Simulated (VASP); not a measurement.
# Dy2Be3O (P-62m) in VASP: further runs, part 2 of 2

VASP 6.6.1. The steps go on from the part before.

### Step 3. Relaxation of cell and atoms, PBE

Contents of INCAR:

```
  ALGO = Normal
  EDIFF = 1E-7
  EDIFFG = -0.04
  ENCUT = 600
  GGA = PE
  GGA_COMPAT = False
  IBRION = 2
  ISIF = 3
  ISMEAR = 0
  LASPH = True
  LCHARG = False
  LMAXMIX = 6
  LREAL = False
  LWAVE = False
  NELM = 200
  NELMIN = 4
  NSW = 90
  PREC = Accurate
  SIGMA = 0.1
```

Contents of KPOINTS:

```
k-points
0
Gamma
  6 6 4
```

Contents of POSCAR:

```
Dy2Be3O
1.0
    4.9995821200      0.0000000000      0.0000000000
   -2.4997910600      4.3297651200      0.0000000000
    0.0000000000      0.0000000000      4.2710308800
Dy Be O
2 3 1
Direct
    0.3333333300      0.6666666700      0.0000000000
    0.6666666700      0.3333333300      0.0000000000
    0.4852798400      0.0000000000      0.5000000000
    0.0000000000      0.4852798400      0.5000000000
    0.5147201600      0.5147201600      0.5000000000
    0.0000000000      0.0000000000      0.0000000000
```

Potentials or basis: VASP PAW PBE potentials, release 64 (Dy_3, Be, O), 4f in core.

Run with:

```sh
$ cat potpaw_PBE.64/Dy_3/POTCAR potpaw_PBE.64/Be/POTCAR potpaw_PBE.64/O/POTCAR > POTCAR
$ mpirun -np 1 vasp_std > vasp.out
```

OUTCAR:

```text
EDIFF = 1E-7
   EDIFFG = -0.04
   ENCUT = 600
   GGA = PE
   IBRION = 2
   ISIF = 3
   ISMEAR = 0
   LASPH = True
   LREAL = False
   NELM = 200
   NELMIN = 4
   NSW = 90
   PREC = Accurate

 ion  position               nearest neighbor table
   1  0.333  0.667  0.000-   3 2.58   3 2.58   4 2.58   4 2.58   5 2.58   5 2.58   2 2.89   6 2.89
                             2 2.89   6 2.89   6 2.89   2 2.89
   2  0.667  0.333  0.000-   4 2.58   4 2.58   3 2.58   3 2.58   5 2.58   5 2.58   1 2.89   6 2.89
                             1 2.89   6 2.89   6 2.89   1 2.89
   3  0.485  0.000  0.500-   1 2.58   1 2.58   2 2.58   2 2.58
   4  0.000  0.485  0.500-   2 2.58   2 2.58   1 2.58   1 2.58
   5  0.515  0.515  0.500-   2 2.58   2 2.58   1 2.58   1 2.58
   6  0.000  0.000  0.000-   1 2.89   2 2.89   1 2.89   2 2.89   2 2.89   1 2.89

  LATTYP: Found a hexagonal cell.
 ALAT       =     4.9995821200
 C/A-ratio  =     0.8542775731

  Lattice vectors:

 A1 = (   4.9995821200,   0.0000000000,   0.0000000000)
 A2 = (  -2.4997910600,   4.3297651200,   0.0000000000)
 A3 = (   0.0000000000,   0.0000000000,   4.2710308800)

Analysis of symmetry for initial positions (statically):
=====================================================================
 Subroutine PRICEL returns:
 Original cell was already a primitive cell.

 Routine SETGRP: Setting up the symmetry group for a
 hexagonal supercell.

 Subroutine GETGRP returns: Found 12 space group operations
[... 178 lines left out ...]
  -------------------------------------------------------------------------------------
  Total       -3.3057793     -3.3057793     21.5360784      0.0000000      0.0000000     -0.0000000
  in kB      -57.2866832    -57.2866831    373.2041375      0.0000000      0.0000000     -0.0000000
  external PRESSURE =      86.2102571 kB  Pullay stress =       0.0000000 kB
[... 107 lines left out ...]
--------------------------------------- Ionic step        4  -------------------------------------------

 number of electron      29.9999997 magnetization

 E-fermi :   2.8856     XC(G=0):  -9.6952

 val. band max:        2.8748745004   @ k =   0.3333  -0.0000   0.5000
 cond. band min:       2.8987321981   @ k =   0.3333   0.3333   0.0000
 fundamental gap:      0.0238576977
 Fermi energy:         2.8856167230

 k-point     1 :       0.0000    0.0000    0.0000
  band No.  band energies     occupation
      1     -21.5906      2.00000
      2     -21.5906      2.00000
      3     -20.4123      2.00000
      4     -19.9343      2.00000
      5     -19.9343      2.00000
      6     -19.8580      2.00000
[... 610 lines left out ...]
--------------------------------------- Ionic step        8  -------------------------------------------

 number of electron      30.0000000 magnetization

 Free energy of the ion-electron system (eV)
  ---------------------------------------------------
  ext. energy  EPLUGINS =         0.00000000
  ---------------------------------------------------
  free energy    TOTEN  =       -23.27548010 eV

  energy without entropy =      -23.25963129  energy(sigma->0) =      -23.26755569

 E-fermi :   3.5939     XC(G=0): -10.1863

 val. band max:        3.5346896000   @ k =   0.3333  -0.0000   0.5000
 cond. band min:       3.6057940081   @ k =   0.3333   0.3333   0.0000
 fundamental gap:      0.0711044082
 Fermi energy:         3.5938823002

 k-point     1 :       0.0000    0.0000    0.0000
  band No.  band energies     occupation
      1     -21.2819      2.00000
      2     -21.2819      2.00000
      3     -19.7147      2.00000
      4     -18.8388      2.00000
      5     -18.8388      2.00000
      6     -18.8237      2.00000
[... 484 lines left out ...]
  FREE ENERGIE OF THE ION-ELECTRON SYSTEM (eV)
  ---------------------------------------------------
  free  energy   TOTEN  =       -23.2754800980 eV

  energy  without entropy=      -23.2596312893  energy(sigma->0) =      -23.26755569

 reached required accuracy - stopping structural energy minimisation
```

CONTCAR:

```text
Dy2Be3O
   1.00000000000000
     4.5534919679824215    0.0000000000000000    0.0000000000000000
    -2.2767459839912108    3.9434397170589564   -0.0000000000000000
     0.0000000000000000   -0.0000000000000000    5.1862749369432324
  Dy              Be              O
     2     3     1
Direct
     0.3333333300000021    0.6666666699999979    0.0000000000000000
     0.6666666699999979    0.3333333300000021    0.0000000000000000
     0.4843077712735099    0.0000000000000000    0.5000000000000000
     0.0000000000000076    0.4843077712735254    0.5000000000000000
     0.5156922287264823    0.5156922287264746    0.5000000000000000
     0.0000000000000000    0.0000000000000000    0.0000000000000000

  0.00000000E+00  0.00000000E+00  0.00000000E+00
  0.00000000E+00  0.00000000E+00  0.00000000E+00
  0.00000000E+00  0.00000000E+00  0.00000000E+00
  0.00000000E+00  0.00000000E+00  0.00000000E+00
  0.00000000E+00  0.00000000E+00  0.00000000E+00
  0.00000000E+00  0.00000000E+00  0.00000000E+00
```

Wall time 4.8 min (1 thread of Intel Xeon Platinum 8559C (Emerald Rapids), shared host); peak memory 0.26 GiB.

What came out:

```yaml
Free_energy: -23.2755 eV
Relaxed_volume: 15.52 Å³/atom
Relaxed_cell: a = 4.553 Å, b = 4.553 Å, c = 5.186 Å, α = 90.00°, β = 90.00°, γ = 120.00°
Space_group_after_relaxing_to_0.1_Å: P-62m (No. 189)
Energy_gained_by_relaxing: 430.4 meV/atom
Ionic_steps: 8
Pressure_after_relaxing: 0.0 GPa
Largest_force_after_relaxing: 0.015 eV/Å
Band_gap_on_the_k_mesh: zero (bands 15 and 16 overlap by 0.86 eV)
```

Forces in eV/Å, atoms in the order of the input:
```
Dy   0.000  0.000  0.000
Dy   0.000  0.000  0.000
Be  -0.015  0.000  0.000
Be   0.008 -0.013  0.000
Be   0.008  0.013  0.000
O    0.000  0.000  0.000
```

Stress tensor (GPa, compression positive):
```
 0.07  0.00  0.00
 0.00  0.07  0.00
 0.00  0.00 -0.05
```

The path:
| step | energy change (eV) | largest force (eV/Å) | pressure (GPa) | volume (Å³) |
| --- | --- | --- | --- | --- |
| 1 | 0.0000 | 0.0932 | 8.62 | 92.46 |
| 2 | -2.1574 | 0.0281 | -4.03 | 102.78 |
| 3 | -2.2378 | 0.0405 | -6.88 | 106.31 |
| 4 | -2.2469 | 0.0392 | -6.17 | 105.27 |
| 5 | -2.5603 | 0.0025 | -2.21 | 96.26 |
| 6 | -2.5717 | 0.0137 | -1.09 | 94.56 |
| 7 | -2.5717 | 0.0152 | -0.94 | 94.35 |
| 8 | -2.5826 | 0.0153 | 0.03 | 93.13 |

Final structure:
```
Dy Be O
1.0
     4.55349    0.00000    0.00000
    -2.27675    3.94344    0.00000
     0.00000    0.00000    5.18627
Dy Be O
2 3 1
Direct
  0.33333 0.66667 0.00000
  0.66667 0.33333 0.00000
  0.48431 0.00000 0.50000
  0.00000 0.48431 0.50000
  0.51569 0.51569 0.50000
  0.00000 0.00000 0.00000
```

Levels at points of the mesh, in eV from the Fermi level:
| k point | band 12 | band 13 | band 14 | band 15 | band 16 | band 17 | band 18 | band 19 |
| --- | --- | --- | --- | --- | --- | --- | --- | --- |
| (0.00, 0.00, 0.00) | -2.24 | -0.28 | -0.28 | 0.37 | 0.78 | 1.44 | 1.44 | 2.52 |
| (0.50, 0.00, 0.00) | -3.44 | -0.96 | -0.95 | 0.07 | 0.11 | 0.43 | 0.58 | 1.72 |
| (0.00, 0.00, 0.50) | -2.27 | -1.40 | -0.55 | -0.55 | 0.69 | 0.69 | 0.98 | 2.90 |
| (0.50, 0.00, 0.50) | -2.35 | -1.82 | -1.23 | -0.58 | 0.07 | 0.24 | 1.51 | 3.23 |

Caveat: the k points lie up to 0.30 Å⁻¹ apart in the final cell, too coarse for converged energies and pressures of a metal; a cell axis changed by over 15 % at a fixed basis, so the end point is rough; spin-orbit coupling is left out, which moves the levels of the heavy elements; the 4f electrons are frozen in the core, so they carry no moment and show no levels; the run has no spin polarisation, though such a crystal can be magnetic.

The gap in the log of VASP goes by the Fermi energy; the results here count the filled bands.